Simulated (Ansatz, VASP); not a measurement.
Two plane-wave programs on NbAs

```xyz
2
Lattice="0.0000 2.6378 2.6378 2.6378 0.0000 2.6378 2.6378 2.6378 0.0000" Properties=species:S:1:pos:R:3 pbc="T T T"
Nb    2.6378    2.7178    2.6378
As    0.0000    0.0000    0.0000
```

Alike in both runs: task single point; functional PBE; k mesh 12 × 12 × 12; occupations gaussian, width 0.05 eV; no spin polarisation.

```csv
,VASP,Ansatz
version,VASP 6.6.1,Ansatz 0.2.0
potentials or method,"VASP PAW PBE potentials, release 64 (Nb_sv, As), cutoff 520 eV","scalar-relativistic, plane waves, PAW"
valence electrons in the cell,18,28
```

```csv
,VASP,Ansatz,Ansatz less VASP
gap on the k mesh at the Fermi level (eV),none,none,-
pressure (GPa),0.3,0.3,-0.03
"traceless stress, the component that is largest in VASP (GPa)",1.11,1.11,-0.002
rms of the force components (eV/Å),0.307,0.306,-0.0013
```

Atom by atom the forces differ by 0.001 eV/Å (rms over components). A gap of «none» marks a metal or a gap that the smearing closes. VASP's potentials hold 18 valence electrons a cell and Ansatz's 28, so a difference there can come from the potentials and not from the codes.
